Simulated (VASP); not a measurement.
# MoS2 in VASP: a series of runs, part 2 of 2

VASP 6.6.1.

### 3 Single point, r2SCAN

POSCAR reads:

```
MoS2
1.0
    3.1841260000      0.0000000000      0.0000000000
   -1.5920630000      2.7575340049      0.0000000000
    0.0000000000      0.0000000000     17.3346000000
Mo S
1 2
Direct
    0.0000000000      0.0000000000      0.0000000000
    0.3333333333      0.6666666667      0.0894900000
    0.3333333333      0.6666666667      0.9105100000
```

INCAR.step1 reads:

```
PREC = Accurate
ENCUT = 520
ISMEAR = 0
SIGMA = 0.1
LREAL = F
LASPH = T
NELM = 100
NBANDS = 20
GGA = PE
ALGO = Normal
EDIFF = 1E-4
LWAVE = T
LCHARG = F
```

INCAR.step2 reads:

```
PREC = Accurate
ENCUT = 520
EDIFF = 1E-6
ISMEAR = 0
SIGMA = 0.1
LREAL = F
LASPH = T
NELM = 100
ALGO = Normal
ISIF = 2
LWAVE = F
LCHARG = F
METAGGA = R2SCAN
LMIXTAU = T
NBANDS = 20
ISTART = 1
```

KPOINTS reads:

```
Automatic mesh
0
Gamma
  10 10 2
```

Potentials or basis: VASP PAW PBE potentials, release 64 (Mo_sv, S).

Command:

```
$ cat potpaw_PBE.64/Mo_sv/POTCAR potpaw_PBE.64/S/POTCAR > POTCAR
$ cp INCAR.step1 INCAR
$ mpirun -np 1 vasp_std > vasp.out
$ cp INCAR.step2 INCAR
$ mpirun -np 1 vasp_std > vasp.out
```

OUTCAR:

```text
PREC = Accurate
   ENCUT = 520
   EDIFF = 1E-6
   ISMEAR = 0
   LREAL = F
   LASPH = T
   NELM = 100
   ISIF = 2
   METAGGA = R2SCAN
   ISTART = 1

 ion  position               nearest neighbor table
   1  0.000  0.000  0.000-   2 2.41   3 2.41   2 2.41   3 2.41   2 2.41   3 2.41
   2  0.333  0.667  0.089-   1 2.41   1 2.41   1 2.41
   3  0.333  0.667  0.911-   1 2.41   1 2.41   1 2.41

  LATTYP: Found a hexagonal cell.
 ALAT       =     3.1841260000
 C/A-ratio  =     5.4440684822

  Lattice vectors:

 A1 = (   3.1841260000,   0.0000000000,   0.0000000000)
 A2 = (  -1.5920630000,   2.7575340049,   0.0000000000)
 A3 = (   0.0000000000,   0.0000000000,  17.3346000000)

Analysis of symmetry for initial positions (statically):
=====================================================================
 Subroutine PRICEL returns:
 Original cell was already a primitive cell.

 Routine SETGRP: Setting up the symmetry group for a
 hexagonal supercell.

 Subroutine GETGRP returns: Found 12 space group operations
[... 158 lines left out ...]
 number of electron      25.9999999 magnetization

 Free energy of the ion-electron system (eV)
  ---------------------------------------------------
  ext. energy  EPLUGINS =         0.00000000
  ---------------------------------------------------
  free energy    TOTEN  =       -45.00126157 eV

  energy without entropy =      -45.00126157  energy(sigma->0) =      -45.00126157

 E-fermi :  -0.9565     XC(G=0):  -4.4297

 val. band max:       -1.5630954421   @ k =   0.0000   0.0000   0.0000
 cond. band min:       0.2656968823   @ k =   0.3000   0.3000   0.0000
 fundamental gap:      1.8287923244
 Fermi energy:        -0.9564523736

 k-point     1 :       0.0000    0.0000    0.0000
  band No.  band energies     occupation
      1     -64.4312      2.00000
      2     -37.8433      2.00000
      3     -37.6357      2.00000
      4     -37.6357      2.00000
      5     -16.4081      2.00000
      6     -15.0016      2.00000
[... 541 lines left out ...]
     19       7.4102      0.00000
     20       7.6018      0.00000

 [... further k-points ...]
[... 5 lines left out ...]
  --------------------------------------------------------------------------------------
  -------------------------------------------------------------------------------------
  Total        0.0267307      0.0267307      0.0532801      0.0000000      0.0000000      0.0000000
  in kB        0.2813823      0.2813823      0.5608555      0.0000000      0.0000000      0.0000000
  external PRESSURE =       0.3745400 kB  Pullay stress =       0.0000000 kB

 VOLUME and BASIS-vectors are now :
 -----------------------------------------------------------------------------
  energy-cutoff  :      520.00
  volume of cell :      152.20
      direct lattice vectors                 reciprocal lattice vectors
     3.184126000  0.000000000  0.000000000     0.314057924  0.181321427  0.000000000
    -1.592063000  2.757534005  0.000000000     0.000000000  0.362642853  0.000000000
     0.000000000  0.000000000 17.334600000     0.000000000  0.000000000  0.057688092

 POSITION                                       TOTAL-FORCE (eV/Angst)
 -----------------------------------------------------------------------------------
      0.00000      0.00000      0.00000         0.000000     -0.000000      0.000000
     -0.00000      1.83836      1.55127        -0.000000     -0.000000      0.022361
     -0.00000      1.83836     15.78333        -0.000000      0.000000     -0.022361
 -----------------------------------------------------------------------------------
    total drift:                               -0.000000      0.000000     -0.000000

  FREE ENERGIE OF THE ION-ELECTRON SYSTEM (eV)
  ---------------------------------------------------
  free  energy   TOTEN  =       -45.0012615724 eV

  energy  without entropy=      -45.0012615724  energy(sigma->0) =      -45.00126157
```

OSZICAR.step1:

```text
N       E                     dE             d eps       ncg     rms          rms(c)
DAV:   1     0.152910605421E+03    0.15291E+03   -0.12349E+04  1456   0.108E+03
DAV:   2    -0.131320007108E+02   -0.16604E+03   -0.16270E+03  1516   0.249E+02
DAV:   3    -0.231975511047E+02   -0.10066E+02   -0.99710E+01  1448   0.535E+01
DAV:   4    -0.233623296013E+02   -0.16478E+00   -0.16455E+00  1512   0.726E+00
DAV:   5    -0.233659998687E+02   -0.36703E-02   -0.36700E-02  1472   0.103E+00    0.239E+01
DAV:   6    -0.222543667159E+02    0.11116E+01   -0.11534E+01  1228   0.199E+01    0.893E+00
DAV:   7    -0.220511363255E+02    0.20323E+00   -0.53607E+00  1252   0.129E+01    0.596E+00
DAV:   8    -0.218544683418E+02    0.19667E+00   -0.10357E+00  1320   0.600E+00    0.154E+00
DAV:   9    -0.218542465422E+02    0.22180E-03   -0.34881E-02  1400   0.113E+00    0.778E-01
DAV:  10    -0.218509509836E+02    0.32956E-02   -0.15351E-02  1336   0.770E-01    0.138E-01
DAV:  11    -0.218505951419E+02    0.35584E-03   -0.65382E-04  1400   0.171E-01    0.649E-02
DAV:  12    -0.218504750978E+02    0.12004E-03   -0.15069E-04  1100   0.677E-02    0.275E-02
DAV:  13    -0.218503928990E+02    0.82199E-04   -0.17698E-04  1140   0.577E-02
   1 F= -.21850393E+02 E0= -.21850393E+02  d E =-.587150E-17
```

Wall time 3.1 min (1 thread of Intel Xeon 6975P-C (Granite Rapids), shared host); peak memory 0.33 GiB.

Results:

| Quantity | Value |
| --- | --- |
| Free energy | -45.0013 eV |
| Largest force | 0.022 eV/Å |
| Band gap on the k mesh | 1.83 eV, indirect (least direct gap 2.04 eV) |

Forces in eV/Å, atoms in the order of the input:
```
Mo   0.000  0.000  0.000
S    0.000  0.000  0.022
S    0.000  0.000 -0.022
```

Caveat: the PAW data sets were made with another functional, which shifts forces and pressure a little.
